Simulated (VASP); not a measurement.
# CdS (Greenockite) (P1) in VASP: single point with PBE

Aim: the single point of CdS (Greenockite) with PBE.

Everything below comes from runs of VASP 6.6.1. Logs are shortened: lines on timing, memory, paths and dates and some standing lists are left out, and cuts for length are marked.

## 1. The cell of the first run

The typed cell holds 4 atoms: a = 4.147 Å, b = 4.180 Å, c = 6.700 Å, α = 89.57°, β = 89.76°, γ = 120.79°.

## 2. Single point, PBE

Contents of INCAR:

```
PREC = Accurate
ENCUT = 500
EDIFF = 1E-6
ISMEAR = 0
SIGMA = 0.01
LREAL = F
LASPH = T
NELM = 120
ALGO = Normal
ISIF = 2
LWAVE = F
LCHARG = T
GGA = PE
LELF = T
LVHAR = T
NBANDS = 26
GGA_COMPAT = F
```

Contents of KPOINTS:

```
Automatic mesh
0
Gamma
  4 4 2
```

Contents of POSCAR:

```
CdS
1.0
    4.1465700000     -0.0383400000      0.0088800000
   -2.1064900000      3.6102900000      0.0157900000
    0.0144200000      0.0379300000      6.6997500000
Cd S
2 2
Direct
    0.3356000000      0.6513100000      0.0098000000
    0.6376537088      0.3302759586      0.4968564978
    0.3943400000      0.6938500000      0.3849000000
    0.6800500000      0.3472600000      0.8919100000
```

Potentials or basis: VASP PAW PBE potentials, release 64 (Cd, S).

The run is started by

```sh
$ cat potpaw_PBE.64/Cd/POTCAR potpaw_PBE.64/S/POTCAR > POTCAR
$ mpirun -np 1 vasp_std > vasp.out
```

OUTCAR:

```text
PREC = Accurate
   ENCUT = 500
   EDIFF = 1E-6
   ISMEAR = 0
   LREAL = F
   LASPH = T
   NELM = 120
   ISIF = 2
   GGA = PE

 ion  position               nearest neighbor table
   1  0.336  0.651  0.010-   4 2.47   4 2.48   3 2.52   4 2.61
   2  0.638  0.330  0.497-   3 2.33   3 2.44   4 2.65   3 2.79
   3  0.394  0.694  0.385-   2 2.33   2 2.44   1 2.52   2 2.79
   4  0.680  0.347  0.892-   1 2.47   1 2.48   1 2.61   2 2.65

  LATTYP: Found a triclinic cell.
 ALAT       =     4.1135582915
 B/A-ratio  =     1.0080704976
 C/A-ratio  =     1.6287292925
 COS(alpha) =     0.0042412329
 COS(beta)  =     0.0119804443
 COS(gamma) =     0.4879025278

  Lattice vectors:

 A1 = (  -2.0400800000,  -3.5719500000,  -0.0246700000)
 A2 = (  -4.1465700000,   0.0383400000,  -0.0088800000)
 A3 = (  -0.0144200000,  -0.0379300000,  -6.6997500000)

Analysis of symmetry for initial positions (statically):
=====================================================================
 Subroutine PRICEL returns:
 Original cell was already a primitive cell.

 Routine SETGRP: Setting up the symmetry group for a
 triclinic supercell.

 Subroutine GETGRP returns: Found  1 space group operations
 (whereof  1 operations were pure point group operations)
 out of a pool of  2 trial point group operations.

The static configuration has the point symmetry C_1 .

Analysis of symmetry for dynamics (positions and initial velocities):
=====================================================================
 Subroutine PRICEL returns:
 Original cell was already a primitive cell.

 Routine SETGRP: Setting up the symmetry group for a
 triclinic supercell.

 Subroutine GETGRP returns: Found  1 space group operations
 (whereof  1 operations were pure point group operations)
 out of a pool of  2 trial point group operations.

The dynamic configuration has the point symmetry C_1 .

 Subroutine INISYM returns: Found  1 space group operations
 (whereof  1 operations are pure point group operations),
 and found     1 'primitive' translations

----------------------------------------------------------------------------------------

                                     Primitive cell

  volume of cell :      99.7526

[... 83 lines left out ...]
   LSORBIT =      F    spin-orbit coupling
   LASPH  =      T    aspherical Exc in radial PAW
   ENCUT  =  500.0 eV  36.75 Ry    6.06 a.u.   7.56  7.62 12.22*2*pi/ulx,y,z
   NELM   =    120;   NELMIN=  2; NELMDL= -5     # of ELM steps
   EDIFF  = 0.1E-05   stopping-criterion for ELM
   LREAL  =      F    real-space projection
   EDIFFG = 0.1E-04   stopping-criterion for IOM
   NSW    =      0    number of steps for IOM
   IBRION =     -1    ionic relax: 0-MD 1-quasi-New 2-CG
   NFREE  =      0    steps in history (QN), initial steepest desc. (CG)
   ISIF   =      2    stress and relaxation
   ISYM   =      2    0-nonsym 1-usesym 2-fastsym
   POTIM  = 0.5000    time-step for ionic-motion
   TEBEG  =    0.0;   TEEND  =   0.0 temperature during run
   PSTRESS=    0.0 pullay stress
   NELECT =      36.0000    total number of electrons
   NUPDOWN=      -1.0000    fix difference up-down
   EMIN   =  10.00;   EMAX   =-10.00  energy-range for DOS
   EFERMI =   0.00;   METHOD = LEGACY
   ISMEAR =     0;   SIGMA  =   0.01  broadening in eV -4-tet -1-fermi 0-gaus
   EFERMI_NEDOS =   21; number of points for ismear=-14 and -15
   IALGO  =     38    algorithm
   IMIX   =      4    mixing-type and parameters
     AMIX     =   0.40;   BMIX     =  1.00
     AMIX_MAG =   1.60;   BMIX_MAG =  1.00
  volume/ion in A,a.u.               =      24.94       168.29
  Fermi-wavevector in a.u.,A,eV,Ry     =   1.165559  2.202587 18.483886  1.358527
  Thomas-Fermi vector in A             =   2.302083
   LORBIT       =      0    0 simple, 1 ext, 2 COOP (PROOUT), +10 PAW based schemes
   GGA     = PE    functional components
   LHFCALC =     F    Hartree Fock is set to
   AEXX    =    0.0000 exact exchange contribution
   IVDW    =     0    specifies the selected vdW correction
   LEPSILON=     F    determine dielectric tensor
   LRPA    =     F    only Hartree local field effects (RPA)
 non-spin polarized calculation
 Gauss-broadening in eV      SIGMA  =   0.01
  energy-cutoff  :      500.00
  volume of cell :       99.75
 maximum number of plane-waves:      2553
   NGX = 15   NGY = 15   NGZ = 25

 number of electron      35.9999997 magnetization

 Free energy of the ion-electron system (eV)
  ---------------------------------------------------
  ext. energy  EPLUGINS =         0.00000000
  ---------------------------------------------------
  free energy    TOTEN  =       -11.94860860 eV

  energy without entropy =      -11.94860860  energy(sigma->0) =      -11.94860860

 E-fermi :   1.3714     XC(G=0):  -9.1142

 val. band max:        1.2975686217   @ k =   0.0000   0.0000   0.0000
 cond. band min:       2.5297890719   @ k =   0.0000   0.0000   0.0000
 fundamental gap:      1.2322204502
 Fermi energy:         1.3714354988

 k-point     1 :       0.0000    0.0000    0.0000
  band No.  band energies     occupation
      1     -11.2140      2.00000
      2     -10.6210      2.00000
      3      -6.7137      2.00000
      4      -6.5368      2.00000
      5      -6.3893      2.00000
      6      -6.3623      2.00000
[... 569 lines left out ...]
     25       9.8917      0.00000
     26      10.0372      0.00000

------------------------ aborting loop because EDIFF is reached ----------------------------------------

  FORCE on cell =-STRESS in cart. coord.  units (eV):
  Direction    XX          YY          ZZ          XY          YZ          ZX
  --------------------------------------------------------------------------------------
  -------------------------------------------------------------------------------------
  Total        3.2441692      2.9010070      1.4803680     -1.7908139      0.1607675      0.8964205
  in kB       52.1062289     46.5945287     23.7769337    -28.7631601      2.5821671     14.3978586
  external PRESSURE =      40.8258971 kB  Pullay stress =       0.0000000 kB

 VOLUME and BASIS-vectors are now :
 -----------------------------------------------------------------------------
  energy-cutoff  :      500.00
  volume of cell :       99.75
      direct lattice vectors                 reciprocal lattice vectors
     4.146570000 -0.038340000  0.008880000     0.242474180  0.141481799 -0.001322868
    -2.106490000  3.610290000  0.015790000     0.002578430  0.278497412 -0.001582236
     0.014420000  0.037930000  6.699750000    -0.000327458 -0.000843887  0.149264783

 POSITION                                       TOTAL-FORCE (eV/Angst)
 -----------------------------------------------------------------------------------
      0.01975      2.33892      0.07892        -0.003095      0.456458     -0.100999
      1.95552      1.18679      3.33969         1.355902     -0.077924      0.880531
      0.17912      2.50448      2.59319        -1.372503      0.090281     -0.251768
      2.10124      1.26147      5.98710         0.019696     -0.468815     -0.527763
 -----------------------------------------------------------------------------------
    total drift:                                0.000105     -0.000622      0.000078

  FREE ENERGIE OF THE ION-ELECTRON SYSTEM (eV)
  ---------------------------------------------------
  free  energy   TOTEN  =       -11.9486086048 eV

  energy  without entropy=      -11.9486086048  energy(sigma->0) =      -11.94860860
```

stdout:

```text
POSCAR found type information on POSCAR CdS
 POSCAR found :  2 types and       4 ions
 scaLAPACK will be used
 LDA part: xc-table for (Slater+PW92), standard interpolation
 POSCAR, INCAR and KPOINTS ok, starting setup
 FFT: planning ... GRIDC
 FFT: planning ... GRID_SOFT
 FFT: planning ... GRID
 WAVECAR not read
 entering main loop
```

Run time: 85 s. Hardware: 1 thread of AMD EPYC 7R13, shared host; peak memory 0.18 GiB.

Results:

```
Free energy            : -11.9486 eV
Pressure               : 4.1 GPa
Largest force          : 1.619 eV/Å
Band gap on the k mesh : 1.23 eV, direct
```

Forces in eV/Å, atoms in the order of the input:
```
Cd  -0.003  0.456 -0.101
Cd   1.356 -0.078  0.881
S   -1.373  0.090 -0.252
S    0.020 -0.469 -0.528
```

Caveat: the k points lie up to 0.47 Å⁻¹ apart; forces of over 1 eV/Å act on the atoms, so gaps and moduli don't describe the material at rest.
